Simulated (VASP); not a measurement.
Crystal: ZnS.

```
CELL_PARAMETERS angstrom
1.51723 0.87598 4.83267
-1.51723 0.87598 4.83267
0.00000 -1.75195 4.83267
ATOMIC_POSITIONS crystal
Zn 0.00000 0.00000 0.00000
S 0.50000 0.50000 0.50000
```

```yaml
Program: VASP 6.6.1
Task: relaxation of cell and atoms
Functional: PBE
Potentials_or_basis: VASP PAW PBE potentials, release 64 (Zn, S)
Cutoff: 600 eV
k_mesh: 6 × 6 × 6
Occupations: gaussian, width 0.1 eV
Spin: no spin polarisation
```

At the start: pressure -7.2 GPa; volume 19.27 Å³/atom.

How do energy, volume and symmetry change on relaxing?

Over 23 steps the energy falls by 1077.8 meV/atom and the volume is 16.61 Å³/atom (-13.8 %); space group Fm-3m (No. 225, to 0.05 Å).

Step by step:
```
step  energy change (eV)  largest force (eV/Å)  pressure (GPa)  volume (Å³)
   1              0.0000                0.0000           -7.23        38.54
   2             -0.1913                0.0000           -1.36        33.87
   3             -0.2092                0.0000            1.33        32.59
   4             -0.2113                0.0000            2.69        32.05
   5             -0.4022                0.0000            5.11        31.50
   6             -1.4200                0.0000           16.11        29.00
   7              2.2908                0.0000          127.42        19.67
   8             -0.9419                0.0000           53.48        24.41
   9             -1.6291                0.0000           29.47        26.94
  10             -1.6480                0.0000           29.28        26.98
  11             -1.6911                0.0000           28.22        27.09
  12             -1.7228                0.0000           27.24        27.26
  13             -1.7171                0.0000           26.78        27.30
  14             -1.7633                0.0000           24.86        27.57
  15             -1.8838                0.0000           19.66        28.41
  16             -2.0520                0.0000           10.77        30.14
  17             -2.1536                0.0000           -1.16        33.78
  18             -2.1552                0.0000           -0.22        33.42
  19             -2.1552                0.0000            0.00        33.29
  20             -2.1552                0.0000            0.03        33.28
  21             -2.1554                0.0000            0.13        33.27
  22             -2.1556                0.0000            0.22        33.26
  23             -2.1555                0.0000            0.09        33.23
```

Final structure:
```
Zn S
1.0
     1.80065    1.03960    2.95828
    -1.80065    1.03960    2.95828
     0.00000   -2.07921    2.95828
Zn S
1 1
Direct
  0.00000 0.00000 0.00000
  0.50000 0.50000 0.50000
```

Caveat: the k points lie up to 0.36 Å⁻¹ apart in the final cell.
